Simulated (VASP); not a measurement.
# N2 in VASP: a series of runs

Runs on N2. Level: PBEsol. Tasks: single point, relaxation of the atoms.

Program: VASP 6.6.1. These are calculated values, not measurements. Logs are shortened: lines on timing, memory, paths and dates and some standing lists are left out, and cuts for length are marked.

### Step 1. The cell of the first run

The cell holds a molecule in a box, 2 atoms: a = 9.000 Å, b = 9.500 Å, c = 10.000 Å, α = 90.00°, β = 90.00°, γ = 90.00°.

### Step 2. Single point, PBEsol

INCAR

```
SYSTEM = N
PREC = Accurate ; ENCUT = 520
EDIFF = 1E-7 ; ISMEAR = -1
SIGMA = 0.05 ; LREAL = .FALSE.
LASPH = .TRUE. ; NELM = 80
ALGO = Normal ; ISIF = 2
LWAVE = .FALSE. ; LCHARG = .TRUE.
GGA = PS ; LELF = .TRUE.
LVHAR = .TRUE. ; NBANDS = 12
```

KPOINTS

```
regular mesh
0
G
  1 1 1
  0 0 0
```

POSCAR

```
N
1.0
    9.0000000000      0.0000000000      0.0000000000
    0.0000000000      9.5000000000      0.0000000000
    0.0000000000      0.0000000000     10.0000000000
N
2
Direct
    0.5000000000      0.5000000000      0.4449985001
    0.5000000000      0.5000000000      0.5550014999
```

Potentials or basis: VASP PAW PBE potentials, release 64 (N).

On the command line:

```console
$ cat potpaw_PBE.64/N/POTCAR > POTCAR
$ mpirun -np 1 vasp_gam > vasp.out
```

OUTCAR:

```text
SYSTEM = N
   PREC = Accurate
   ENCUT = 520
   EDIFF = 1E-7
   ISMEAR = -1
   LREAL = .FALSE.
   LASPH = .TRUE.
   NELM = 80
   ISIF = 2
   GGA = PS

 ion  position               nearest neighbor table
   1  0.500  0.500  0.445-   2 1.10
   2  0.500  0.500  0.555-   1 1.10

  LATTYP: Found a simple orthorhombic cell.
 ALAT       =     9.0000000000
 B/A-ratio  =     1.0555555556
 C/A-ratio  =     1.1111111111

  Lattice vectors:

 A1 = (   9.0000000000,   0.0000000000,   0.0000000000)
 A2 = (   0.0000000000,   9.5000000000,   0.0000000000)
 A3 = (   0.0000000000,   0.0000000000,  10.0000000000)

Analysis of symmetry for initial positions (statically):
=====================================================================
 Subroutine PRICEL returns:
 Original cell was already a primitive cell.

 Routine SETGRP: Setting up the symmetry group for a
 simple orthorhombic supercell.

 Subroutine GETGRP returns: Found  8 space group operations
 (whereof  8 operations were pure point group operations)
 out of a pool of  8 trial point group operations.

The static configuration has the point symmetry D_2h.

Analysis of symmetry for dynamics (positions and initial velocities):
=====================================================================
 Subroutine PRICEL returns:
 Original cell was already a primitive cell.

 Routine SETGRP: Setting up the symmetry group for a
 simple orthorhombic supercell.

 Subroutine GETGRP returns: Found  8 space group operations
 (whereof  8 operations were pure point group operations)
 out of a pool of  8 trial point group operations.

The dynamic configuration has the point symmetry D_2h.

 Subroutine INISYM returns: Found  8 space group operations
 (whereof  8 operations are pure point group operations),
 and found     1 'primitive' translations

----------------------------------------------------------------------------------------

                                     Primitive cell

  volume of cell :     855.0000

  direct lattice vectors                    reciprocal lattice vectors
     9.000000000  0.000000000  0.000000000     0.111111111  0.000000000  0.000000000
     0.000000000  9.500000000  0.000000000     0.000000000  0.105263158  0.000000000
     0.000000000  0.000000000 10.000000000     0.000000000  0.000000000  0.100000000

  length of vectors
     9.000000000  9.500000000 10.000000000     0.111111111  0.105263158  0.100000000

  position of ions in fractional coordinates (direct lattice)
     0.500000000  0.500000000  0.444998500
     0.500000000  0.500000000  0.555001500

  ion indices of the primitive-cell ions
   primitive index   ion index
                 1           1
                 2           2

----------------------------------------------------------------------------------------

 KPOINTS: regular mesh

Automatic generation of k-mesh.
 Grid dimensions read from file:
 generate k-points for:    1    1    1

 Generating k-lattice:

  Cartesian coordinates                     Fractional coordinates (reciprocal lattice)
     0.111111111  0.000000000  0.000000000     1.000000000  0.000000000  0.000000000
     0.000000000  0.105263158  0.000000000     0.000000000  1.000000000  0.000000000
     0.000000000  0.000000000  0.100000000     0.000000000  0.000000000  1.000000000

  Length of vectors
     0.111111111  0.105263158  0.100000000

  Shift w.r.t. Gamma in fractional coordinates (k-lattice)
     0.000000000  0.000000000  0.000000000

 Subroutine IBZKPT returns following result:
 ===========================================

 Found      1 irreducible k-points:

 Following reciprocal coordinates:
            Coordinates               Weight
  0.000000  0.000000  0.000000      1.000000
   k-points           NKPTS =      1   k-points in BZ     NKDIM =      1   number of bands    NBANDS=     12
   number of dos      NEDOS =    301   number of ions     NIONS =      2
   total plane-waves  NPLWV = 403200
   dimension x,y,z NGX =    70 NGY =   72 NGZ =   80
   dimension x,y,z NGXF=   140 NGYF=  144 NGZF=  160
   ions per type =               2
   NGX,Y,Z   is equivalent  to a cutoff of  12.93, 12.60, 13.30 a.u.
   NGXF,Y,Z  is equivalent  to a cutoff of  25.86, 25.20, 26.60 a.u.
 SYSTEM =  N
   PREC   = accura    normal or accurate (medium, high low for compatibility)
   ISTART =      0    job   : 0-new  1-cont  2-samecut
   ICHARG =      2    charge: 1-file 2-atom 10-const
   ISPIN  =      1    spin polarized calculation?
   LNONCOLLINEAR =      F non collinear calculations
   LSORBIT =      F    spin-orbit coupling
   LASPH  =      T    aspherical Exc in radial PAW
   ENCUT  =  520.0 eV  38.22 Ry    6.18 a.u.  16.73 17.66 18.59*2*pi/ulx,y,z
   NELM   =     80;   NELMIN=  2; NELMDL= -5     # of ELM steps
   EDIFF  = 0.1E-06   stopping-criterion for ELM
   LREAL  =      F    real-space projection
   EDIFFG = 0.1E-05   stopping-criterion for IOM
   NSW    =      0    number of steps for IOM
   IBRION =     -1    ionic relax: 0-MD 1-quasi-New 2-CG
   NFREE  =      0    steps in history (QN), initial steepest desc. (CG)
   ISIF   =      2    stress and relaxation
   ISYM   =      2    0-nonsym 1-usesym 2-fastsym
   POTIM  = 0.5000    time-step for ionic-motion
   TEBEG  =    0.0;   TEEND  =   0.0 temperature during run
   PSTRESS=    0.0 pullay stress
   NELECT =      10.0000    total number of electrons
   NUPDOWN=      -1.0000    fix difference up-down
   EMIN   =  10.00;   EMAX   =-10.00  energy-range for DOS
   EFERMI =   0.00;   METHOD = LEGACY
   ISMEAR =    -1;   SIGMA  =   0.05  broadening in eV -4-tet -1-fermi 0-gaus
   EFERMI_NEDOS =   21; number of points for ismear=-14 and -15
   IALGO  =     38    algorithm
   IMIX   =      4    mixing-type and parameters
     AMIX     =   0.40;   BMIX     =  1.00
     AMIX_MAG =   1.60;   BMIX_MAG =  1.00
  volume/ion in A,a.u.               =     427.50      2884.91
  Fermi-wavevector in a.u.,A,eV,Ry     =   0.371609  0.702239  1.878872  0.138093
  Thomas-Fermi vector in A             =   1.299861
   LORBIT       =      0    0 simple, 1 ext, 2 COOP (PROOUT), +10 PAW based schemes
   GGA     = PS    functional components
   LHFCALC =     F    Hartree Fock is set to
   AEXX    =    0.0000 exact exchange contribution
   IVDW    =     0    specifies the selected vdW correction
   LEPSILON=     F    determine dielectric tensor
   LRPA    =     F    only Hartree local field effects (RPA)
 non-spin polarized calculation
  energy-cutoff  :      520.00
  volume of cell :      855.00
 maximum number of plane-waves:     11510
 NGX is ok and might be reduce to    70
   NGX = 33   NGY = 35   NGZ = 37

 number of electron      10.0000000 magnetization

 Free energy of the ion-electron system (eV)
  ---------------------------------------------------
  ext. energy  EPLUGINS =         0.00000000
  ---------------------------------------------------
  free energy    TOTEN  =       -17.05071011 eV

  energy without entropy =      -17.05071011  energy(sigma->0) =      -17.05071011

 E-fermi :  -8.7836     XC(G=0):  -0.6779

 val. band max:       -9.9884976186   @ k =   0.0000   0.0000   0.0000
 cond. band min:      -1.8010417490   @ k =   0.0000   0.0000   0.0000
 fundamental gap:      8.1874558695
 Fermi energy:        -8.7836488860

 k-point     1 :       0.0000    0.0000    0.0000
  band No.  band energies     occupation
      1     -28.1721      2.00000
      2     -13.1924      2.00000
      3     -11.4959      2.00000
      4     -11.4959      2.00000
      5      -9.9885      2.00000
      6      -1.8010      0.00000
      7      -1.8006      0.00000
      8      -0.1642      0.00000
      9       1.2271      0.00000
     10       1.3069      0.00000
     11       1.3100      0.00000
     12       1.4737      0.00000

------------------------ aborting loop because EDIFF is reached ----------------------------------------

  FORCE on cell =-STRESS in cart. coord.  units (eV):
  Direction    XX          YY          ZZ          XY          YZ          ZX
  --------------------------------------------------------------------------------------
  -------------------------------------------------------------------------------------
  Total       -0.0588778     -0.0571637      1.9530088      0.0000000      0.0000000      0.0000000
  in kB       -0.1103306     -0.1071186      3.6597268      0.0000000      0.0000000      0.0000000
  external PRESSURE =       1.1474259 kB  Pullay stress =       0.0000000 kB

 VOLUME and BASIS-vectors are now :
 -----------------------------------------------------------------------------
  energy-cutoff  :      520.00
  volume of cell :      855.00
      direct lattice vectors                 reciprocal lattice vectors
     9.000000000  0.000000000  0.000000000     0.111111111  0.000000000  0.000000000
     0.000000000  9.500000000  0.000000000     0.000000000  0.105263158  0.000000000
     0.000000000  0.000000000 10.000000000     0.000000000  0.000000000  0.100000000

 POSITION                                       TOTAL-FORCE (eV/Angst)
 -----------------------------------------------------------------------------------
      4.50000      4.75000      4.44999         0.000000      0.000000     -1.858811
      4.50000      4.75000      5.55001         0.000000      0.000000      1.858811
 -----------------------------------------------------------------------------------
    total drift:                                0.000000      0.000000      0.000000

  FREE ENERGIE OF THE ION-ELECTRON SYSTEM (eV)
  ---------------------------------------------------
  free  energy   TOTEN  =       -17.0507101091 eV

  energy  without entropy=      -17.0507101090  energy(sigma->0) =      -17.05071011
```

Wall time 62 s (1 thread of Intel Xeon Platinum 8375C at 2.90GHz (Ice Lake), shared host); peak memory 0.74 GiB.

What came out:

```
Free energy                     : -17.0507 eV
Largest force                   : 1.859 eV/Å
Gap between the frontier levels : 8.19 eV
```

Forces on the atoms (eV/Å):
```
N    0.000  0.000 -1.859
N    0.000  0.000  1.859
```

Levels at points of the mesh, in eV from the valence-band top:
```
           k point  band 2  band 3  band 4  band 5  band 6  band 7  band 8  band 9
(0.00, 0.00, 0.00)   -3.20   -1.51   -1.51    0.00    8.19    8.19    9.82   11.22
```

Caveat: the standard files for N, O and F lose accuracy on very short bonds; the PAW data sets were made with another functional, which shifts forces and pressure a little.

### Step 3. Relaxation of the atoms, PBEsol

INCAR

```
ALGO = Normal
EDIFF = 1E-6
EDIFFG = -0.01
ENCUT = 520
GGA = PS
IBRION = 2
ISIF = 2
ISMEAR = -1
LASPH = True
LCHARG = False
LREAL = False
LWAVE = False
NELM = 60
NSW = 80
PREC = Accurate
SIGMA = 0.05
```

KPOINTS

```
k-points
0
Gamma
  1 1 1
```

POSCAR

```
N
1.0
    9.0000000000      0.0000000000      0.0000000000
    0.0000000000      9.5000000000      0.0000000000
    0.0000000000      0.0000000000     10.0000000000
N
2
Direct
    0.5000000000      0.5000000000      0.4445000000
    0.5000000000      0.5000000000      0.5555000000
```

Potentials or basis: VASP PAW PBE potentials, release 64 (N).

On the command line:

```console
$ cat potpaw_PBE.64/N/POTCAR > POTCAR
$ mpirun -np 1 vasp_gam > vasp.out
```

It took 99 s on 1 thread of Intel Xeon Platinum 8375C at 2.90GHz (Ice Lake), shared host; peak memory 0.78 GiB.

It converged, with:

| Quantity | Value |
| --- | --- |
| Free energy | -17.0614 eV |
| Energy gained by relaxing | 0.1 meV/atom |
| Ionic steps | 3 |
| Gap between the frontier levels | 8.05 eV |

Step by step:
| step | energy change (eV) | largest force (eV/Å) | pressure (GPa) |
| --- | --- | --- | --- |
| 1 | 0.0000 | 0.2543 | 0.01 |
| 2 | 0.0376 | 3.2048 | -0.24 |
| 3 | -0.0002 | 0.0004 | -0.01 |

Final structure:
```
N
1.0
     9.00000    0.00000    0.00000
     0.00000    9.50000    0.00000
     0.00000    0.00000   10.00000
N
2
Direct
  0.50000 0.50000 0.44442
  0.50000 0.50000 0.55558
```

Levels at points of the mesh, in eV from the valence-band top:
| k point | band 3 | band 4 | band 5 | band 6 | band 7 | band 8 |
| --- | --- | --- | --- | --- | --- | --- |
| (0.00, 0.00, 0.00) | -1.42 | -1.42 | 0.00 | 8.05 | 8.05 | 9.82 |

Caveat: the standard files for N, O and F lose accuracy on very short bonds; the PAW data sets were made with another functional, which shifts forces and pressure a little.

### Step 4. Single point, PBEsol

INCAR

```
SYSTEM = N
PREC = Accurate ; ENCUT = 910
EDIFF = 1E-6 ; ISMEAR = -1
SIGMA = 0.05 ; LREAL = .FALSE.
LASPH = .TRUE. ; NELM = 120
ALGO = Normal ; ISIF = 2
LWAVE = .FALSE. ; LCHARG = .TRUE.
GGA = PS ; LELF = .TRUE.
LVHAR = .TRUE. ; NBANDS = 12
GGA_COMPAT = .FALSE. ; NELMDL = -8
```

KPOINTS

```
regular mesh
0
G
  1 1 1
  0 0 0
```

POSCAR

```
N
1.0
    9.0000000000      0.0000000000      0.0000000000
    0.0000000000      9.5000000000      0.0000000000
    0.0000000000      0.0000000000     10.0000000000
N
2
Direct
    0.5000000000      0.5000000000      0.4449985001
    0.5000000000      0.5000000000      0.5550014999
```

Potentials or basis: VASP PAW PBE potentials, release 64 (N_h).

On the command line:

```console
$ cat potpaw_PBE.64/N_h/POTCAR > POTCAR
$ mpirun -np 1 vasp_gam > vasp.out
```

It took 1.7 min on 1 thread of AMD EPYC 7R43 (Zen 3), shared host; peak memory 1.2 GiB.

It converged, with:

| Property | Result |
| --- | --- |
| Free energy | -17.2321 eV |
| Largest force | 0.196 eV/Å |
| Gap between the frontier levels | 8.24 eV |

Forces in eV/Å, atoms in the order of the input:
```
N    0.000  0.000 -0.196
N    0.000  0.000  0.196
```

Levels at points of the mesh, in eV from the valence-band top:
| k point | band 2 | band 3 | band 4 | band 5 | band 6 | band 7 | band 8 | band 9 |
| --- | --- | --- | --- | --- | --- | --- | --- | --- |
| (0.00, 0.00, 0.00) | -3.22 | -1.43 | -1.43 | 0.00 | 8.24 | 8.24 | 9.86 | 11.25 |

Caveat: the cutoff is under 1.25 times the usual one of these potentials, so pressure, stress and relaxed cells hold a basis-set (Pulay) error; the PAW data sets were made with another functional, which shifts forces and pressure a little.

### Step 5. Summary

```tsv
task	potentials or basis	cell	cutoff (eV)	second run	gap on the mesh (eV)	largest force (eV/Å)
single point	VASP PAW PBE potentials, release 64 (N)	as given	520	-	8.19	1.86
relaxation of the atoms	VASP PAW PBE potentials, release 64 (N)	atoms relaxed	520	-	8.05	-
single point	VASP PAW PBE potentials, release 64 (N_h)	as given	910	hard_potentials	8.24	0.20
```

Alike in all rows: level PBEsol; no spin polarisation; k mesh 1 × 1 × 1; smearing fermi-dirac 0.05 eV.

Caveats: the PAW data sets were made with another functional, which shifts forces and pressure a little; the standard files for N, O and F lose accuracy on very short bonds (some runs); the cutoff is under 1.25 times the usual one of these potentials, so pressure, stress and relaxed cells hold a basis-set (Pulay) error (some runs).

Absolute energies hang on the potentials; compare differences alone.
